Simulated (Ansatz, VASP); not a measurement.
Al3GaN4 in VASP and in Ansatz

Contents of INCAR:

```
SYSTEM = Al3GaN4
ALGO = Normal
EDIFF = 1E-7
ENCUT = 520
GGA = PS
ISIF = 2
ISMEAR = 0
LASPH = .True.
LCHARG = .False.
LREAL = Auto
LWAVE = .False.
NBANDS = 56
NELM = 60
PREC = Accurate
SIGMA = 0.05
```

File KPOINTS:

```
k-points
0
Gamma
  5 5 3
  0 0 0
```

Contents of POSCAR:

```
Al3GaN4
1.0
    0.0000000000     -4.4069948432      0.0000000000
    0.0000000000      0.0000000000     -4.4069948432
    9.5639896863      0.0000000000      0.0000000000
Al Ga N
6 2 8
Direct
    0.5000000000      1.0000000000      0.0564007476
    0.5000000000      1.0000000000      0.5171911696
    0.0000000000      0.5000000000      0.0564007476
    0.0000000000      0.5000000000      0.5171911696
    0.5000000000      0.5000000000      0.2867959586
    0.5000000000      0.5000000000      0.7475863806
    0.0000000000      1.0000000000      0.2867959586
    0.0000000000      1.0000000000      0.7475863806
    0.2552922824      0.7447077176      0.1691597201
    0.2552922824      0.7447077176      0.6299501421
    0.7447077176      0.2552922824      0.1691597201
    0.7447077176      0.2552922824      0.6299501421
    0.2552922824      0.2552922824      0.8652226191
    0.2552922824      0.2552922824      0.4044321972
    0.7447077176      0.7447077176      0.8652226191
    0.7447077176      0.7447077176      0.4044321972
```

Input for Ansatz:

```yaml
crystal:
  lattice:
    - [0.0, -4.4069948432, 0.0]
    - [0.0, 0.0, -4.4069948432]
    - [9.5639896863, 0.0, 0.0]
  atoms:
    - { symbol: Al, position: [0.5, 1.0, 0.0564007476] }
    - { symbol: Al, position: [0.5, 1.0, 0.5171911696] }
    - { symbol: Al, position: [0.0, 0.5, 0.0564007476] }
    - { symbol: Al, position: [0.0, 0.5, 0.5171911696] }
    - { symbol: Al, position: [0.5, 0.5, 0.2867959586] }
    - { symbol: Al, position: [0.5, 0.5, 0.7475863806] }
    - { symbol: Ga, position: [0.0, 1.0, 0.2867959586] }
    - { symbol: Ga, position: [0.0, 1.0, 0.7475863806] }
    - { symbol: "N", position: [0.2552922824, 0.7447077176, 0.1691597201] }
    - { symbol: "N", position: [0.2552922824, 0.7447077176, 0.6299501421] }
    - { symbol: "N", position: [0.7447077176, 0.2552922824, 0.1691597201] }
    - { symbol: "N", position: [0.7447077176, 0.2552922824, 0.6299501421] }
    - { symbol: "N", position: [0.2552922824, 0.2552922824, 0.8652226191] }
    - { symbol: "N", position: [0.2552922824, 0.2552922824, 0.4044321972] }
    - { symbol: "N", position: [0.7447077176, 0.7447077176, 0.8652226191] }
    - { symbol: "N", position: [0.7447077176, 0.7447077176, 0.4044321972] }
basis:
  ecutwfc: 420
kpoints:
  mp_grid: { grid: [5, 5, 3] }
hamiltonian:
  xc: pbesol
scf:
  occupations: { method: gaussian, width: 0.05 }
output:
  forces: true
  stress: true
  eigenvalues: true
```

Alike in both runs: task single point; functional PBEsol; k mesh 5 × 5 × 3; occupations gaussian, width 0.05 eV; no spin polarisation.

|  | VASP | Ansatz |
| --- | --- | --- |
| version | VASP 6.6.1 | Ansatz 0.2.0 |
| potentials or method | VASP PAW PBE potentials, release 64 (Al, Ga_d, N), cutoff 520 eV | scalar-relativistic, plane waves, PAW |
| valence electrons in the cell | 84 | 84 |

|  | VASP | Ansatz | Ansatz less VASP |
| --- | --- | --- | --- |
| gap on the k mesh at the Fermi level (eV) | none | none | - |
| pressure (GPa) | -7.0 | -7.0 | +0.08 |
| traceless stress, the component that is largest in VASP (GPa) | -11.02 | -11.02 | +0.006 |
| rms of the force components (eV/Å) | 1.273 | 1.273 | 0.0000 |

VASP's potentials were made for PBE, not for PBEsol. Atom by atom the forces differ by 0.006 eV/Å (rms over components). A gap of «none» marks a metal or a gap that the smearing closes. The functional is the same, so the differences come from potentials, cutoffs and numerics.
